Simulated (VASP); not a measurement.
A run of VASP 6.6.1 is set up as follows.

File POSCAR:

```
ZnS
1.0
    3.7747860604      0.0000000000      0.0000000000
   -1.8873930302      3.2690606221      0.0000000000
    0.0000000000      0.0000000000      6.1975485585
Zn S
2 2
Direct
    0.3333333333      0.6666666667      0.0004971621
    0.6666666667      0.3333333333      0.5004971621
    0.3333333333      0.6666666667      0.3745028379
    0.6666666667      0.3333333333      0.8745028379
```

File INCAR.step1:

```
SYSTEM = ZnS
ALGO = Normal
EDIFF = 1E-4
ENCUT = 520
GGA = PE
ISMEAR = 0
LASPH = .TRUE.
LCHARG = .FALSE.
LREAL = .FALSE.
LWAVE = .TRUE.
NBANDS = 26
NELM = 80
PREC = Accurate
SIGMA = 0.02
```

Contents of INCAR.step2:

```
SYSTEM = ZnS
ALGO = Normal
EDIFF = 1E-6
ENCUT = 520
ISIF = 2
ISMEAR = 0
ISTART = 1
LASPH = .TRUE.
LCHARG = .FALSE.
LMIXTAU = .TRUE.
LREAL = .FALSE.
LWAVE = .FALSE.
METAGGA = R2SCAN
NBANDS = 26
NELM = 80
PREC = Accurate
SIGMA = 0.02
```

KPOINTS

```
k-points
0
G
  6 6 4
  0 0 0
```

Potentials or basis: VASP PAW PBE potentials, release 64 (Zn, S).

The run is started by

```sh
$ cat potpaw_PBE.64/Zn/POTCAR potpaw_PBE.64/S/POTCAR > POTCAR
$ cp INCAR.step1 INCAR
$ mpirun -np 1 vasp_std > vasp.out
$ cp INCAR.step2 INCAR
$ mpirun -np 1 vasp_std > vasp.out
```

(1) Estimate the band gap on the k mesh.

(2) What does it give for the largest force?

(3) Predict the pressure.

## Answers

(1) 2.90 eV, direct.

(2) 0.005 eV/Å.

(3) 2.1 GPa.

Caveat: the PAW data sets were made with another functional, which shifts forces and pressure a little.
